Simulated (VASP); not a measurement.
**BaMg6Ti: single point with PBE**

Crystal: BaMg6Ti.

```
CELL_PARAMETERS angstrom
6.72742 0.00000 0.00000
-3.36371 5.82612 0.00000
0.00000 0.00000 5.32282
ATOMIC_POSITIONS crystal
Ba 0.00000 0.00000 0.00000
Ti 0.66667 0.33333 0.50000
Mg 0.51403 0.48597 0.00000
Mg 0.97194 0.48597 0.00000
Mg 0.51403 0.02806 0.00000
Mg 0.17702 0.82298 0.50000
Mg 0.64595 0.82298 0.50000
Mg 0.17702 0.35405 0.50000
```

| Quantity | Value |
| --- | --- |
| Program | VASP 6.6.1 |
| Task | single point |
| Functional | PBE |
| Potentials or basis | VASP PAW PBE potentials, release 64 (Ba_sv, Ti_sv, Mg) |
| Cutoff | 520 eV |
| k mesh | 5 × 5 × 5 |
| Occupations | fermi-dirac, width 0.05 eV |
| Spin | no spin polarisation |
| Dipole correction | no |
| Further INCAR settings | ALGO = Normal; EDIFF = 1e-07; NBANDS = 27 |

```json
{
 "Pressure": "-0.8 GPa",
 "Largest force": "0.120 eV/Å",
 "Band gap on the k mesh": "zero (bands 17 and 18 overlap by 0.18 eV)"
}
```

Forces on the atoms (eV/Å):
```
Ba   0.000  0.000  0.000
Ti   0.000  0.000  0.000
Mg  -0.104  0.060  0.000
Mg   0.104  0.060  0.000
Mg   0.000 -0.120  0.000
Mg   0.017 -0.010  0.000
Mg  -0.017 -0.010  0.000
Mg   0.000  0.019  0.000
```

Stress tensor (GPa, compression positive):
```
-0.50  0.00  0.00
 0.00 -0.50  0.00
 0.00  0.00 -1.47
```

Levels at points of the mesh, in eV from the Fermi level:
```tsv
k point	band 14	band 15	band 16	band 17	band 18	band 19	band 20	band 21
(0.00, 0.00, 0.00)	-0.91	-0.91	-0.56	0.09	0.09	0.42	1.09	1.12
```

Run time: 3.1 min on 1 thread of AMD EPYC 7R13, on a shared host, peak memory 0.34 GiB.

Caveat: spin-orbit coupling is left out, which moves the levels of the heavy elements.
